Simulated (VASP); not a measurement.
# HfO2 (P4_2/nmc) in VASP: notebook

HfO2 is run at these levels: LDA; tasks: vibrations by perturbation theory.

Everything below comes from runs of VASP 6.6.1. Logs are shortened: lines on timing, memory, paths and dates and some standing lists are left out, and cuts for length are marked.

## Step 1: The cell of the first run

Symmetry: P4_2/nmc, No. 137, tetragonal system. The conventional cell has a = 3.524 Å, b = 3.524 Å, c = 5.071 Å, α = 90.00°, β = 90.00°, γ = 90.00°. Within 2.7 Å of Hf (site symmetry -4m2) lie 8 O at 2.05 to 2.31 Å. O (site symmetry 2mm) has 4 Hf at 2.05 to 2.31 Å and 6 O at 2.53 to 2.54 Å within 2.7 Å.

## Step 2: Vibrations by perturbation theory, LDA

Input file INCAR:

```
ALGO = Normal ; EDIFF = 1E-8
ENCUT = 600 ; GGA = CA
GGA_COMPAT = False ; IBRION = 8
ISIF = 2 ; ISMEAR = 0
LASPH = True ; LCHARG = False
LEPSILON = True ; LREAL = False
LWAVE = False ; NELM = 120
NSW = 1 ; PREC = Accurate
SIGMA = 0.01
```

Input file KPOINTS:

```
k-points
0
Gamma
  6 6 6
```

Input file POSCAR:

```
HfO2
1.0
    3.5244966978      0.0000000000      0.0000000000
    0.0000000000      3.5244966978      0.0000000000
    0.0000000000      0.0000000000      5.0707319023
Hf O
2 4
Direct
    0.5000000000      0.5000000000      0.5000000000
    0.0000000000      0.0000000000      0.0000000000
    0.0000000000      0.5000000000      0.7065776177
    0.5000000000      0.0000000000      0.7934223823
    0.5000000000      0.0000000000      0.2934223823
    0.0000000000      0.5000000000      0.2065776177
```

Potentials or basis: VASP PAW LDA potentials, release 64 (Hf_pv, O).

Started as:

```console
$ cat potpaw_LDA.64/Hf_pv/POTCAR potpaw_LDA.64/O/POTCAR > POTCAR
$ mpirun -np 1 vasp_std > vasp.out
```

OUTCAR:

```text
EDIFF = 1E-8
   ENCUT = 600
   GGA = CA
   IBRION = 8
   ISIF = 2
   ISMEAR = 0
   LASPH = True
   LEPSILON = True
   LREAL = False
   NELM = 120
   NSW = 1
   PREC = Accurate

 ion  position               nearest neighbor table
   1  0.500  0.500  0.500-   3 2.05   5 2.05   5 2.05   3 2.05   4 2.31   4 2.31   6 2.31   6 2.31
                             2 3.56   2 3.56   2 3.56   2 3.56   2 3.56   2 3.56   2 3.56   2 3.56
   2  0.000  0.000  0.000-   4 2.05   6 2.05   6 2.05   4 2.05   3 2.31   5 2.31   3 2.31   5 2.31
                             1 3.56   1 3.56   1 3.56   1 3.56   1 3.56   1 3.56   1 3.56   1 3.56
   3  0.000  0.500  0.707-   1 2.05   1 2.05   2 2.31   2 2.31
   4  0.500  0.000  0.793-   2 2.05   2 2.05   1 2.31   1 2.31
   5  0.500  0.000  0.293-   1 2.05   1 2.05   2 2.31   2 2.31
   6  0.000  0.500  0.207-   2 2.05   2 2.05   1 2.31   1 2.31

  LATTYP: Found a simple tetragonal cell.
 ALAT       =     3.5244966978
 C/A-ratio  =     1.4387109244

  Lattice vectors:

 A1 = (   3.5244966978,   0.0000000000,   0.0000000000)
 A2 = (   0.0000000000,   3.5244966978,   0.0000000000)
 A3 = (   0.0000000000,   0.0000000000,   5.0707319023)

Analysis of symmetry for initial positions (statically):
=====================================================================
 Subroutine PRICEL returns:
 Original cell was already a primitive cell.

 Routine SETGRP: Setting up the symmetry group for a
 simple tetragonal supercell.

 Subroutine GETGRP returns: Found 16 space group operations
 (whereof  8 operations were pure point group operations)
 out of a pool of 16 trial point group operations.

The static configuration has the point symmetry D_2d.
 The point group associated with its full space group is D_4h.

Analysis of symmetry for dynamics (positions and initial velocities):
=====================================================================
 Subroutine PRICEL returns:
 Original cell was already a primitive cell.

 Routine SETGRP: Setting up the symmetry group for a
 simple tetragonal supercell.

 Subroutine GETGRP returns: Found 16 space group operations
 (whereof  8 operations were pure point group operations)
 out of a pool of 16 trial point group operations.

The dynamic configuration has the point symmetry D_2d.
 The point group associated with its full space group is D_4h.

 Subroutine INISYM returns: Found 16 space group operations
 (whereof  8 operations are pure point group operations),
 and found     1 'primitive' translations

----------------------------------------------------------------------------------------

                                     Primitive cell

  volume of cell :      62.9890

[... 952 lines left out ...]
  z     0.00000     0.00000     0.00000     0.00000     0.00000     0.00000

 PIEZOELECTRIC TENSOR (including local field effects)  for field in x, y, z        (C/m^2)
          XX          YY          ZZ          XY          YZ          ZX
  --------------------------------------------------------------------------------
  x     0.00000     0.00000     0.00000     0.00000     0.00000     0.00000
  y    -0.00000     0.00000    -0.00000     0.00000     0.00000     0.00000
  z     0.00000     0.00000     0.00000     0.00000     0.00000     0.00000

 BORN EFFECTIVE CHARGES (including local field effects) (in |e|, cummulative output)
 ---------------------------------------------------------------------------------
 ion    1
    1     5.53074     0.00000     0.00000
    2     0.00000     5.53074     0.00000
    3     0.00000     0.00000     4.95557
 ion    2
    1     5.53074     0.00000     0.00000
    2     0.00000     5.53074     0.00000
    3     0.00000     0.00000     4.95557
 ion    3
    1    -3.34737     0.00000     0.00000
    2     0.00000    -2.18337     0.00000
    3     0.00000     0.00000    -2.47778
 ion    4
    1    -3.34737     0.00000     0.00000
    2     0.00000    -2.18337     0.00000
    3     0.00000     0.00000    -2.47778
 ion    5
    1    -2.18337     0.00000     0.00000
    2     0.00000    -3.34737     0.00000
    3     0.00000     0.00000    -2.47778
 ion    6
    1    -2.18337     0.00000     0.00000
    2     0.00000    -3.34737     0.00000
    3     0.00000     0.00000    -2.47778

 INTERNAL STRAIN TENSOR FOR ION    6 for displacements in x,y,z  (eV/Angst):
          X           Y           Z          XY          YZ          ZX
  --------------------------------------------------------------------------------
  x     0.00000     0.00000     0.00000     0.00000     0.00000     4.77925
  y     0.00000     0.00000     0.00000     0.00000   -11.44239     0.00000
  z     5.76451   -12.30455    -8.05598     0.00000     0.00000     0.00000

 SECOND DERIVATIVES (NOT SYMMETRIZED)
 ------------------------------------
               1X          1Y          1Z          2X          2Y          2Z          3X          3Y          3Z          4X          4Y          4Z          5X          5Y          5Z          6X          6Y          6Z
  1X   -10.659650    0.000000    0.000000    0.575385    0.000000    0.000000    9.597408    0.000000    0.000000    0.914197    0.000000    0.000000    1.329136    0.000000    0.000000   -1.756476    0.000000    0.000000
  1Y     0.000000  -10.659650    0.000000    0.000000    0.575385    0.000000    0.000000    1.329136    0.000000    0.000000   -1.756476    0.000000    0.000000    9.597408    0.000000    0.000000    0.914197    0.000000
  1Z     0.000000    0.000000  -26.702840    0.000000    0.000000   16.130427    0.000000    0.000000    6.271060    0.000000    0.000000   -0.984854    0.000000    0.000000    6.271060    0.000000    0.000000   -0.984854
  2X     0.575385    0.000000    0.000000  -10.659650    0.000000    0.000000    0.914197    0.000000    0.000000    9.597408    0.000000    0.000000   -1.756476    0.000000    0.000000    1.329136    0.000000    0.000000
  2Y     0.000000    0.575385    0.000000    0.000000  -10.659650    0.000000    0.000000   -1.756476    0.000000    0.000000    1.329136    0.000000    0.000000    0.914197    0.000000    0.000000    9.597408    0.000000
  2Z     0.000000    0.000000   16.130427    0.000000    0.000000  -26.702840    0.000000    0.000000   -0.984854    0.000000    0.000000    6.271060    0.000000    0.000000   -0.984854    0.000000    0.000000    6.271060
  3X     9.606200    0.000000    0.000000    0.918851    0.000000    0.000000  -19.585119    0.000000    0.000000    7.680986    0.000000    0.000000    0.333034    0.000000    0.000000    1.046047    0.000000    0.000000
  3Y     0.000000    1.331433    0.000000    0.000000   -1.751091    0.000000    0.000000   -7.145740    0.000000    0.000000    6.178688    0.000000    0.000000    0.337987    0.000000    0.000000    1.048722    0.000000
  3Z     0.000000    0.000000    6.271579    0.000000    0.000000   -0.981371    0.000000    0.000000  -14.822080    0.000000    0.000000   -1.549448    0.000000    0.000000    1.284785    0.000000    0.000000    9.796534
  4X     0.918851    0.000000    0.000000    9.606200    0.000000    0.000000    7.680986    0.000000    0.000000  -19.585119    0.000000    0.000000    1.046047    0.000000    0.000000    0.333034    0.000000    0.000000
  4Y     0.000000   -1.751091    0.000000    0.000000    1.331433    0.000000    0.000000    6.178688    0.000000    0.000000   -7.145740    0.000000    0.000000    1.048722    0.000000    0.000000    0.337987    0.000000
  4Z     0.000000    0.000000   -0.981371    0.000000    0.000000    6.271579    0.000000    0.000000   -1.549448    0.000000    0.000000  -14.822080    0.000000    0.000000    9.796534    0.000000    0.000000    1.284785
  5X     1.331433    0.000000    0.000000   -1.751091    0.000000    0.000000    0.337987    0.000000    0.000000    1.048722    0.000000    0.000000   -7.145740    0.000000    0.000000    6.178688    0.000000    0.000000
  5Y     0.000000    9.606200    0.000000    0.000000    0.918851    0.000000    0.000000    0.333034    0.000000    0.000000    1.046047    0.000000    0.000000  -19.585119    0.000000    0.000000    7.680986    0.000000
  5Z     0.000000    0.000000    6.271579    0.000000    0.000000   -0.981371    0.000000    0.000000    1.284785    0.000000    0.000000    9.796534    0.000000    0.000000  -14.822080    0.000000    0.000000   -1.549448
  6X    -1.751091    0.000000    0.000000    1.331433    0.000000    0.000000    1.048722    0.000000    0.000000    0.337987    0.000000    0.000000    6.178688    0.000000    0.000000   -7.145740    0.000000    0.000000
  6Y     0.000000    0.918851    0.000000    0.000000    9.606200    0.000000    0.000000    1.046047    0.000000    0.000000    0.333034    0.000000    0.000000    7.680986    0.000000    0.000000  -19.585119    0.000000
  6Z     0.000000    0.000000   -0.981371    0.000000    0.000000    6.271579    0.000000    0.000000    9.796534    0.000000    0.000000    1.284785    0.000000    0.000000   -1.549448    0.000000    0.000000  -14.822080

 Eigenvectors and eigenvalues of the dynamical matrix
 ----------------------------------------------------

   1 f  =   20.520014 THz   128.931051 2PiTHz  684.473992 cm-1    84.863921 meV
             X         Y         Z           dx          dy          dz
      1.762248  1.762248  2.535366    -0.068666    0.014403    0.000000
      0.000000  0.000000  0.000000     0.068666   -0.014403   -0.000000
      0.000000  1.762248  3.582866     0.687537   -0.008142   -0.000000
      1.762248  0.000000  4.023232    -0.687537    0.008142   -0.000000
      1.762248  0.000000  1.487866     0.038819   -0.144212    0.000000
      0.000000  1.762248  1.047500    -0.038819    0.144212    0.000000
[... 145 lines left out ...]
  18 f/i=    0.009642 THz     0.060585 2PiTHz    0.321636 cm-1     0.039878 meV
             X         Y         Z           dx          dy          dz
      1.762248  1.762248  2.535366    -0.024846    0.651227   -0.000000
      0.000000  0.000000  0.000000    -0.024846    0.651227   -0.000000
      0.000000  1.762248  3.582866    -0.007429    0.193044   -0.000000
      1.762248  0.000000  4.023232    -0.007429    0.193044   -0.000000
      1.762248  0.000000  1.487866    -0.007365    0.194706   -0.000000
      0.000000  1.762248  1.047500    -0.007365    0.194706   -0.000000

--------------------------------------------------------------------------------------------------------

 MACROSCOPIC STATIC DIELECTRIC TENSOR IONIC CONTRIBUTION
 ------------------------------------------------------
          52.937382     0.000000     0.000000
           0.000000    52.937382     0.000000
           0.000000     0.000000    13.342413
 ------------------------------------------------------

 ELASTIC MODULI CONTR FROM IONIC RELAXATION (kBar)
 Direction    XX          YY          ZZ          XY          YZ          ZX
 --------------------------------------------------------------------------------
 XX        -785.4584    328.4243   -562.9723      0.0000      0.0000      0.0000
 YY         328.4243   -785.4584   -562.9723      0.0000     -0.0000     -0.0000
 ZZ        -562.9723   -562.9723  -1386.9330      0.0000     -0.0000     -0.0000
 XY           0.0000      0.0000      0.0000      0.0000      0.0000      0.0000
 YZ           0.0000     -0.0000     -0.0000      0.0000   -664.4866      0.0000
 ZX           0.0000     -0.0000     -0.0000      0.0000      0.0000   -678.9986
 --------------------------------------------------------------------------------

 PIEZOELECTRIC TENSOR IONIC CONTR  for field in x, y, z        (C/m^2)
          XX          YY          ZZ          XY          YZ          ZX
  --------------------------------------------------------------------------------
  x     0.00000     0.00000     0.00000     0.00000     0.00000     0.00000
  y     0.00000     0.00000     0.00000     0.00000    -0.00000    -0.00000
  z     0.00000    -0.00000     0.00000     0.00000    -0.00000    -0.00000
```

Wall time 29 min (1 thread of Intel Xeon 6975P-C (Granite Rapids), shared host); peak memory 0.51 GiB.

What came out:

* Electronic dielectric tensor (diagonal): 5.32, 5.32, 4.89
* Born charges (mean of the diagonal): Hf +5.34; O -2.67 e
* Highest phonon frequency at Γ, LO-TO splitting left out: 684 cm⁻¹

Phonon frequencies in cm⁻¹ (negative: imaginary):
```csv
q point,frequencies
"(0.000, 0.000, 0.000)",0 0 0 109 109 122 122 238 284 326 468 468 476 476 616 683 684 684
```

Electronic dielectric tensor:
```
5.32 0.00 0.00
0.00 5.32 0.00
0.00 0.00 4.89
```

Born effective charge tensors (e):
atom 1, Hf
```
5.53 0.00 0.00
0.00 5.53 0.00
0.00 0.00 4.96
```
atom 2, Hf
```
5.53 0.00 0.00
0.00 5.53 0.00
0.00 0.00 4.96
```
atom 3, O
```
-3.35  0.00  0.00
 0.00 -2.18  0.00
 0.00  0.00 -2.48
```
atom 4, O
```
-3.35  0.00  0.00
 0.00 -2.18  0.00
 0.00  0.00 -2.48
```
atom 5, O
```
-2.18  0.00  0.00
 0.00 -3.35  0.00
 0.00  0.00 -2.48
```
atom 6, O
```
-2.18  0.00  0.00
 0.00 -3.35  0.00
 0.00  0.00 -2.48
```

Caveat: spin-orbit coupling is left out, which moves the levels of the heavy elements.

[end of part 1 of 2]
